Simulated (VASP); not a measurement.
A run of VASP 6.6.1:

File POSCAR:

```
Rh
1.0
    0.0000000000      1.6379455038      1.6379455038
    1.6379455038      0.0000000000      1.6379455038
    1.6379455038      1.6379455038      0.0000000000
Rh
1
Direct
    0.0000000000      0.0000000000      0.0000000000
```

The input INCAR.step1:

```
SYSTEM = Rh
ALGO     = Normal         ! electronic algorithm
EDIFF    = 1E-4           ! SCF threshold, eV
ENCUT    = 520            ! plane-wave cutoff, eV
GGA      = PE             ! functional
ISMEAR   = -1             ! smearing method
LASPH    = .True.         ! aspherical terms in the spheres
LCHARG   = .False.        ! write CHGCAR
LREAL    = .False.        ! projectors in reciprocal space
LWAVE    = .True.         ! write WAVECAR
NBANDS   = 14             ! bands
NELM     = 100            ! most SCF steps
PREC     = Accurate       ! precision mode
SIGMA    = 0.1            ! smearing width, eV
```

File INCAR.step2:

```
SYSTEM = Rh
ALGO     = Normal         ! electronic algorithm
EDIFF    = 1E-6           ! SCF threshold, eV
ENCUT    = 520            ! plane-wave cutoff, eV
ISIF     = 2              ! what is computed and relaxed
ISMEAR   = -1             ! smearing method
ISTART   = 1            
LASPH    = .True.         ! aspherical terms in the spheres
LCHARG   = .False.        ! write CHGCAR
LMIXTAU  = .True.       
LREAL    = .False.        ! projectors in reciprocal space
LWAVE    = .False.        ! write WAVECAR
METAGGA  = R2SCAN         ! meta-GGA
NBANDS   = 14             ! bands
NELM     = 100            ! most SCF steps
PREC     = Accurate       ! precision mode
SIGMA    = 0.1            ! smearing width, eV
```

Contents of KPOINTS:

```
k-points
0
Gamma
  17 17 17
  0 0 0
```

Potentials or basis: VASP PAW PBE potentials, release 64 (Rh_pv).

Command:

```sh
$ cat potpaw_PBE.64/Rh_pv/POTCAR > POTCAR
$ cp INCAR.step1 INCAR
$ mpirun -np 1 vasp_std > vasp.out
$ cp INCAR.step2 INCAR
$ mpirun -np 1 vasp_std > vasp.out
```

Hardware: 1 thread of AMD EPYC 9R45 96-Core Processor (Zen 5), with other jobs on the host.

How long does it take, and how much memory?

It took 48 s on 1 thread of AMD EPYC 9R45 96-Core Processor (Zen 5), with other jobs on the host, peak memory 0.1 GiB. Counts: k points 165.
